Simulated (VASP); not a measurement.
# ZnSe (F-43m) in VASP: single point with PBEsol

Aim: the single point of ZnSe with PBEsol.

Program: VASP 6.6.1. These are calculated values, not measurements. Logs are shortened: lines on timing, memory, paths and dates and some standing lists are left out, and cuts for length are marked.

## 1. The cell of the first run

The structure is cubic, space group F-43m (No. 216). Conventional cell: a = 5.732 Å, b = 5.732 Å, c = 5.732 Å, α = 90.00°, β = 90.00°, γ = 90.00°. Within 3.3 Å of Zn (site symmetry -43m) lie 4 Se at 2.48 Å. Se (site symmetry -43m) has 4 Zn at 2.48 Å within 3.3 Å.

## 2. Single point, PBEsol

INCAR reads:

```
PREC = Accurate
ENCUT = 500
EDIFF = 1E-6
ISMEAR = 0
SIGMA = 0.02
LREAL = False
LASPH = True
NELM = 120
ALGO = Normal
ISIF = 2
LWAVE = False
LCHARG = False
GGA = PS
NBANDS = 16
GGA_COMPAT = False
```

KPOINTS reads:

```
regular mesh
0
Gamma
  8 8 8
```

POSCAR reads:

```
ZnSe
1.0
    0.0000000000      2.8658805314      2.8658805314
    2.8658805314      0.0000000000      2.8658805314
    2.8658805314      2.8658805314      0.0000000000
Zn Se
1 1
Direct
    0.0000000000      0.0000000000      0.0000000000
    0.7500000000      0.7500000000      0.7500000000
```

Potentials or basis: VASP PAW PBE potentials, release 64 (Zn, Se).

Started as:

```
> cat potpaw_PBE.64/Zn/POTCAR potpaw_PBE.64/Se/POTCAR > POTCAR
> mpirun -np 1 vasp_std > vasp.out
```

OUTCAR:

```text
PREC = Accurate
   ENCUT = 500
   EDIFF = 1E-6
   ISMEAR = 0
   LREAL = False
   LASPH = True
   NELM = 120
   ISIF = 2
   GGA = PS

 ion  position               nearest neighbor table
   1  0.000  0.000  0.000-   2 2.48   2 2.48   2 2.48   2 2.48
   2  0.750  0.750  0.750-   1 2.48   1 2.48   1 2.48   1 2.48

  LATTYP: Found a face centered cubic cell.
 ALAT       =     5.7317610628

  Lattice vectors:

 A1 = (   0.0000000000,   2.8658805314,   2.8658805314)
 A2 = (   2.8658805314,   0.0000000000,   2.8658805314)
 A3 = (   2.8658805314,   2.8658805314,   0.0000000000)

Analysis of symmetry for initial positions (statically):
=====================================================================
 Subroutine PRICEL returns:
 Original cell was already a primitive cell.

 Routine SETGRP: Setting up the symmetry group for a
 face centered cubic supercell.

 Subroutine GETGRP returns: Found 24 space group operations
 (whereof 24 operations were pure point group operations)
 out of a pool of 48 trial point group operations.

The static configuration has the point symmetry T_d .

Analysis of symmetry for dynamics (positions and initial velocities):
=====================================================================
 Subroutine PRICEL returns:
 Original cell was already a primitive cell.

 Routine SETGRP: Setting up the symmetry group for a
 face centered cubic supercell.

 Subroutine GETGRP returns: Found 24 space group operations
 (whereof 24 operations were pure point group operations)
 out of a pool of 48 trial point group operations.

The dynamic configuration has the point symmetry T_d .

 Subroutine INISYM returns: Found 24 space group operations
 (whereof 24 operations are pure point group operations),
 and found     1 'primitive' translations

----------------------------------------------------------------------------------------

                                     Primitive cell

  volume of cell :      47.0765

  direct lattice vectors                    reciprocal lattice vectors
     0.000000000  2.865880531  2.865880531    -0.174466449  0.174466449  0.174466449
     2.865880531  0.000000000  2.865880531     0.174466449 -0.174466449  0.174466449
     2.865880531  2.865880531  0.000000000     0.174466449  0.174466449 -0.174466449

  length of vectors
     4.052967116  4.052967116  4.052967116     0.302184754  0.302184754  0.302184754

  position of ions in fractional coordinates (direct lattice)
     0.000000000  0.000000000  0.000000000
     0.750000000  0.750000000  0.750000000

  ion indices of the primitive-cell ions
   primitive index   ion index
                 1           1
                 2           2

----------------------------------------------------------------------------------------

 KPOINTS: regular mesh

Automatic generation of k-mesh.
 Grid dimensions read from file:
 generate k-points for:    8    8    8

 Generating k-lattice:

  Cartesian coordinates                     Fractional coordinates (reciprocal lattice)
    -0.021808306  0.021808306  0.021808306     0.125000000  0.000000000  0.000000000
     0.021808306 -0.021808306  0.021808306     0.000000000  0.125000000  0.000000000
     0.021808306  0.021808306 -0.021808306     0.000000000  0.000000000  0.125000000

  Length of vectors
     0.037773094  0.037773094  0.037773094

  Shift w.r.t. Gamma in fractional coordinates (k-lattice)
     0.000000000  0.000000000  0.000000000

 Subroutine IBZKPT returns following result:
 ===========================================

 Found     29 irreducible k-points:

 Following reciprocal coordinates:
            Coordinates               Weight
  0.000000  0.000000  0.000000      1.000000
  0.125000  0.000000  0.000000      8.000000
  0.250000  0.000000  0.000000      8.000000
  0.375000  0.000000  0.000000      8.000000
  0.500000  0.000000  0.000000      4.000000
  0.125000  0.125000  0.000000      6.000000
[... 16 lines left out ...]
  0.500000  0.250000  0.125000     48.000000
 -0.375000  0.250000  0.125000     24.000000
 [... further k-points ...]
   k-points           NKPTS =     29   k-points in BZ     NKDIM =     29   number of bands    NBANDS=     16
   number of dos      NEDOS =    301   number of ions     NIONS =      2
   total plane-waves  NPLWV =  27000
   dimension x,y,z NGX =    30 NGY =   30 NGZ =   30
   dimension x,y,z NGXF=    60 NGYF=   60 NGZF=   60
   ions per type =               1   1
   NGX,Y,Z   is equivalent  to a cutoff of  12.31, 12.31, 12.31 a.u.
   NGXF,Y,Z  is equivalent  to a cutoff of  24.61, 24.61, 24.61 a.u.
 SYSTEM =  unknown system
   PREC   = accura    normal or accurate (medium, high low for compatibility)
   ISTART =      0    job   : 0-new  1-cont  2-samecut
   ICHARG =      2    charge: 1-file 2-atom 10-const
   ISPIN  =      1    spin polarized calculation?
   LNONCOLLINEAR =      F non collinear calculations
   LSORBIT =      F    spin-orbit coupling
   LASPH  =      T    aspherical Exc in radial PAW
   ENCUT  =  500.0 eV  36.75 Ry    6.06 a.u.   7.39  7.39  7.39*2*pi/ulx,y,z
   NELM   =    120;   NELMIN=  2; NELMDL= -5     # of ELM steps
   EDIFF  = 0.1E-05   stopping-criterion for ELM
   LREAL  =      F    real-space projection
   EDIFFG = 0.1E-04   stopping-criterion for IOM
   NSW    =      0    number of steps for IOM
   IBRION =     -1    ionic relax: 0-MD 1-quasi-New 2-CG
   NFREE  =      0    steps in history (QN), initial steepest desc. (CG)
   ISIF   =      2    stress and relaxation
   ISYM   =      2    0-nonsym 1-usesym 2-fastsym
   POTIM  = 0.5000    time-step for ionic-motion
   TEBEG  =    0.0;   TEEND  =   0.0 temperature during run
   PSTRESS=    0.0 pullay stress
   NELECT =      18.0000    total number of electrons
   NUPDOWN=      -1.0000    fix difference up-down
   EMIN   =  10.00;   EMAX   =-10.00  energy-range for DOS
   EFERMI =   0.00;   METHOD = LEGACY
   ISMEAR =     0;   SIGMA  =   0.02  broadening in eV -4-tet -1-fermi 0-gaus
   EFERMI_NEDOS =   21; number of points for ismear=-14 and -15
   IALGO  =     38    algorithm
   IMIX   =      4    mixing-type and parameters
     AMIX     =   0.40;   BMIX     =  1.00
     AMIX_MAG =   1.60;   BMIX_MAG =  1.00
  volume/ion in A,a.u.               =      23.54       158.84
  Fermi-wavevector in a.u.,A,eV,Ry     =   1.188222  2.245414 19.209678  1.411871
  Thomas-Fermi vector in A             =   2.324356
   LORBIT       =      0    0 simple, 1 ext, 2 COOP (PROOUT), +10 PAW based schemes
   GGA     = PS    functional components
   LHFCALC =     F    Hartree Fock is set to
   AEXX    =    0.0000 exact exchange contribution
   IVDW    =     0    specifies the selected vdW correction
   LEPSILON=     F    determine dielectric tensor
   LRPA    =     F    only Hartree local field effects (RPA)
 non-spin polarized calculation
 Gauss-broadening in eV      SIGMA  =   0.02
  energy-cutoff  :      500.00
  volume of cell :       47.08
 maximum number of plane-waves:      1243
 NGX is ok and might be reduce to    30
   NGX = 15   NGY = 15   NGZ = 15

 number of electron      18.0000017 magnetization

 Free energy of the ion-electron system (eV)
  ---------------------------------------------------
  ext. energy  EPLUGINS =         0.00000000
  ---------------------------------------------------
  free energy    TOTEN  =        -6.75331783 eV

  energy without entropy =       -6.75331783  energy(sigma->0) =       -6.75331783

 E-fermi :   1.3039     XC(G=0):  -9.3734

 val. band max:        1.2051104792   @ k =   0.0000   0.0000   0.0000
 cond. band min:       2.2442207752   @ k =   0.0000   0.0000   0.0000
 fundamental gap:      1.0391102959
 Fermi energy:         1.3038983414

 k-point     1 :       0.0000    0.0000    0.0000
  band No.  band energies     occupation
      1     -11.8692      2.00000
      2      -5.2318      2.00000
      3      -5.2318      2.00000
      4      -5.2318      2.00000
      5      -4.8901      2.00000
      6      -4.8901      2.00000
[... 8 lines left out ...]
     15      12.5605      0.00000
     16      12.5605      0.00000

 k-point     2 :       0.1250    0.0000    0.0000
  band No.  band energies     occupation
      1     -11.7741      2.00000
      2      -5.2241      2.00000
      3      -5.2171      2.00000
      4      -5.2171      2.00000
      5      -4.8913      2.00000
      6      -4.8913      2.00000
[... 8 lines left out ...]
     15      11.7679      0.00000
     16      11.7679      0.00000

 k-point     3 :       0.2500    0.0000    0.0000
  band No.  band energies     occupation
      1     -11.5280      2.00000
      2      -5.1847      2.00000
      3      -5.1847      2.00000
      4      -5.1686      2.00000
      5      -4.8900      2.00000
      6      -4.8900      2.00000
[... 8 lines left out ...]
     15      11.5243      0.00000
     16      11.6676      0.00000

 k-point     4 :       0.3750    0.0000    0.0000
  band No.  band energies     occupation
      1     -11.2530      2.00000
      2      -5.1588      2.00000
      3      -5.1588      2.00000
      4      -4.9831      2.00000
      5      -4.8802      2.00000
      6      -4.8802      2.00000
[... 8 lines left out ...]
     15      12.5998      0.00000
     16      12.5998      0.00000
[... 324 lines left out ...]
 k-point    22 :       0.3750    0.2500    0.1250
  band No.  band energies     occupation
      1     -11.3360      2.00000
      2      -5.1874      2.00000
      3      -5.1366      2.00000
      4      -5.1088      2.00000
      5      -4.9030      2.00000
      6      -4.8672      2.00000
[... 8 lines left out ...]
     15      13.2728      0.00000
     16      14.3248      0.00000

 k-point    23 :       0.5000    0.2500    0.1250
  band No.  band energies     occupation
      1     -11.1069      2.00000
      2      -5.1413      2.00000
      3      -5.1140      2.00000
      4      -4.9873      2.00000
      5      -4.8784      2.00000
      6      -4.8276      2.00000
[... 8 lines left out ...]
     15      13.5377      0.00000
     16      14.6151      0.00000

 k-point    24 :      -0.3750    0.2500    0.1250
  band No.  band energies     occupation
      1     -11.0055      2.00000
      2      -5.1343      2.00000
      3      -5.1010      2.00000
      4      -4.9185      2.00000
      5      -4.8833      2.00000
      6      -4.6959      2.00000
[... 8 lines left out ...]
     15      13.7019      0.00000
     16      14.4991      0.00000

 [... further k-points ...]
[... 5 lines left out ...]
  --------------------------------------------------------------------------------------
  -------------------------------------------------------------------------------------
  Total       -0.8213559     -0.8213559     -0.8213559     -0.0000000      0.0000000     -0.0000000
  in kB      -27.9535988    -27.9535988    -27.9535988     -0.0000000      0.0000000     -0.0000000
  external PRESSURE =     -27.9535988 kB  Pullay stress =       0.0000000 kB

 VOLUME and BASIS-vectors are now :
 -----------------------------------------------------------------------------
  energy-cutoff  :      500.00
  volume of cell :       47.08
      direct lattice vectors                 reciprocal lattice vectors
     0.000000000  2.865880531  2.865880531    -0.174466449  0.174466449  0.174466449
     2.865880531  0.000000000  2.865880531     0.174466449 -0.174466449  0.174466449
     2.865880531  2.865880531  0.000000000     0.174466449  0.174466449 -0.174466449

 POSITION                                       TOTAL-FORCE (eV/Angst)
 -----------------------------------------------------------------------------------
      0.00000      0.00000      0.00000        -0.000000     -0.000000     -0.000000
      4.29882      4.29882      4.29882         0.000000      0.000000      0.000000
 -----------------------------------------------------------------------------------
    total drift:                                0.000000      0.000000      0.000001

  FREE ENERGIE OF THE ION-ELECTRON SYSTEM (eV)
  ---------------------------------------------------
  free  energy   TOTEN  =        -6.7533178272 eV

  energy  without entropy=       -6.7533178272  energy(sigma->0) =       -6.75331783
```

It took 37 s on 1 thread of Intel Xeon 8259CL, shared host; peak memory 0.18 GiB.

Results:

```yaml
Free_energy: -6.7533 eV
Pressure: -2.8 GPa
Band_gap_on_the_k_mesh: 1.04 eV, direct
```

Levels at points of the mesh, in eV from the valence-band top:
```csv
k point,band 5,band 6,band 7,band 8,band 9,band 10,band 11,band 12,band 13,band 14
"(0.00, 0.00, 0.00)",-6.10,-6.10,0.00,0.00,0.00,1.04,5.74,5.74,5.74,9.61
"(0.50, 0.00, 0.00)",-6.08,-5.95,-5.07,-0.83,-0.83,2.39,6.31,6.31,8.31,10.65
"(0.50, 0.50, 0.00)",-6.05,-5.93,-4.64,-2.09,-2.09,2.91,3.37,10.36,10.94,10.94
```

Caveat: the PAW data sets were made with another functional, which shifts forces and pressure a little. A hybrid or GW would open this gap; PBEsol tends to underestimate it.
